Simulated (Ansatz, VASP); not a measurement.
InAs in VASP and in Ansatz

File INCAR:

```
SYSTEM = InAs
ALGO = Normal
EDIFF = 1E-7
ENCUT = 520
GGA = PE
ISIF = 2
ISMEAR = -1
LASPH = .TRUE.
LCHARG = .FALSE.
LREAL = .FALSE.
LWAVE = .FALSE.
NBANDS = 16
NELM = 100
PREC = Accurate
SIGMA = 0.02
```

File KPOINTS:

```
k-points
0
G
  8 8 8
  0 0 0
```

POSCAR

```
InAs
1.0
    0.0000000000      3.1156822825      3.1156822825
    3.1156822825      0.0000000000      3.1156822825
    3.1156822825      3.1156822825      0.0000000000
In As
1 1
Direct
    0.0000000000      0.0000000000      0.0000000000
    0.2500000000      0.2500000000      0.2500000000
```

Input for Ansatz:

```yaml
crystal:
  lattice:
    - [0.0, 3.1156822825, 3.1156822825]
    - [3.1156822825, 0.0, 3.1156822825]
    - [3.1156822825, 3.1156822825, 0.0]
  atoms:
    - { symbol: In, position: [0.0, 0.0, 0.0] }
    - { symbol: As, position: [0.25, 0.25, 0.25] }
kpoints:
  mp_grid: { grid: [8, 8, 8] }
  band_path:
    path:
      - [0.0, 0.0, 0.0]
      - [-0.5, -0.5, 0.0]
      - [-0.375, -0.375, 0.25]
      - [-0.375, 0.0, 0.375]
      - [0.0, 0.0, 0.5]
      - [-0.5, -0.25, 0.25]
    npoints: 1
hamiltonian:
  xc: pbe
scf:
  occupations: { method: fermi_dirac, width: 0.02 }
  n_extra_bands: 4
output:
  forces: true
  stress: true
  eigenvalues: true
```

Change from the starting cell: hydrostatic strain +2.0%.

Alike in both runs: task single point; functional PBE; k mesh 8 × 8 × 8; occupations fermi-dirac, width 0.02 eV; no spin polarisation.

|  | VASP | Ansatz |
| --- | --- | --- |
| version | VASP 6.6.1 | Ansatz 0.2.0 |
| potentials or method | VASP PAW PBE potentials, release 64 (In_d, As) | plane waves, PAW |
| plane-wave cutoff (eV) | 520 | 420 |
| valence electrons in the cell | 18 | 28 |

```tsv
	VASP	Ansatz	Ansatz less VASP
pressure (GPa)	-1.0	-1.0	-0.04
```

With one functional, cell and mesh, what is left measures potentials, basis and numerics. VASP's potentials hold 18 valence electrons a cell and Ansatz's 28, so a difference there can come from the potentials and not from the codes.
